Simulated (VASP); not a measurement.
A run of VASP 6.6.1:

INCAR

```
PREC = Accurate
ENCUT = 520
EDIFF = 1E-6
ISMEAR = 0
SIGMA = 0.02
LREAL = F
LASPH = T
NELM = 150
ALGO = Normal
ISIF = 2
LWAVE = F
LCHARG = T
LNONCOLLINEAR = T
MAGMOM = 0 0 0 0 0 0
LORBIT = 11
LSORBIT = T
GGA_COMPAT = F
LORBMOM = T
LDIPOL = T
IDIPOL = 3
DIPOL = 0.5 0.5 0.500
GGA = PE
IVDW = 12
LVHAR = T
LVACPOTAV = T
NBANDS = 20
```

KPOINTS

```
regular mesh
0
Gamma
  12 12 1
```

Contents of POSCAR:

```
BN
1.0
    2.5087620658      0.0000000000      0.0000000000
   -1.2543810329      2.1726516810      0.0000000000
    0.0000000000      0.0000000000     26.0000000000
B N
1 1
Direct
    0.0000000000      0.0000000000      0.5000000000
    0.6666666667      0.3333333333      0.5000000000
```

Potentials or basis: VASP PAW PBE potentials, release 64 (B, N).

Launch:

```bash
$ cat potpaw_PBE.64/B/POTCAR potpaw_PBE.64/N/POTCAR > POTCAR
$ mpirun -np 1 vasp_ncl > vasp.out
```

Hardware: 1 thread of Intel(R) Xeon(R) Platinum 8488C (Sapphire Rapids) (shared host).

**Question.** Estimate the wall time of this run.

**Answer.** Wall time 7.4 min on 1 thread of Intel(R) Xeon(R) Platinum 8488C (Sapphire Rapids), with other jobs on the host, peak memory 0.64 GiB. Counts: scf iterations 23, k points 31.
